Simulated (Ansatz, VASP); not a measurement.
## Lu2AlN3 in VASP and in Ansatz

```
Lu Al N
1.0
     4.92069    0.00000    0.00000
    -2.46035    4.26145    0.00000
     0.00000    0.00000    4.15423
Lu Al N
2 1 3
Direct
  0.33333 0.66667 0.50000
  0.66667 0.33333 0.50000
  0.00000 0.00000 0.00000
  0.33333 0.66667 0.00000
  0.66667 0.33333 0.00000
  0.00000 0.00000 0.50000
```

Alike in both runs: functional PBE; k mesh 3 × 3 × 4; occupations gaussian, width 0.1 eV; no spin polarisation.

Ansatz relaxed the structure, and its values are those at the end. VASP's run is a single point on that final structure, the one shown.

|  | VASP | Ansatz |
| --- | --- | --- |
| version | VASP 6.6.1 | Ansatz 0.2.0 |
| potentials or method | VASP PAW PBE potentials, release 64 (Lu, Al, N), cutoff 520 eV | scalar-relativistic, plane waves, PAW |
| valence electrons in the cell | 68 | 68 |

|  | VASP | Ansatz | Ansatz less VASP |
| --- | --- | --- | --- |
| gap on the k mesh at the Fermi level (eV) | none | none | - |
| pressure (GPa) | 0.4 | -0.2 | -0.60 |

A gap of «none» marks a metal or a gap that the smearing closes. The functional is the same, so the differences come from potentials, cutoffs and numerics.

The k mesh is coarse, so the values compare programs but aren't converged. Spin-orbit coupling is off throughout.
